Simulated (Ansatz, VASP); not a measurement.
Pd: VASP and Ansatz over several settings

```
Pd
1.0
     0.00000    1.97211    1.97211
     1.97211    0.00000    1.97211
     1.97211    1.97211    0.00000
Pd
1
Direct
  0.00000 0.00000 0.00000
```

Single points on this cell with VASP 6.6.1 and Ansatz 0.2.0. Each row is one pair of runs. Alike in all rows: spin: off; smearing: fermi-dirac, width 0.05 eV; VASP's potentials, cutoff: VASP PAW PBE potentials, release 64 (Pd), 520 eV.

```csv
level,k mesh,"Ansatz's potentials, cutoff","gap on the k mesh at the Fermi level (eV), VASP","gap on the k mesh at the Fermi level (eV), Ansatz","pressure (GPa), VASP","pressure (GPa), Ansatz"
PBE0,8 × 8 × 8,"Ansatz PAW, 420 eV",none,none,-3.9,-4.0
r2SCANh,6 × 6 × 6,"Ansatz PAW, 500 eV",none,none,-6.0,-6.5
HF,6 × 6 × 6,"Ansatz PAW, 420 eV",none,none,5.8,20.1
```

Pressure (GPa): the two programs differ by at most 14.32.

VASP's potentials hold 10 valence electrons a cell and Ansatz's 18, so a difference there can come from the potentials and not from the codes.

A gap of «none» marks a metal or a gap that the smearing closes.

The k mesh is coarse in some rows, so the values compare programs but aren't converged. Noted on Ansatz's runs: Pulay correction over one GPa.
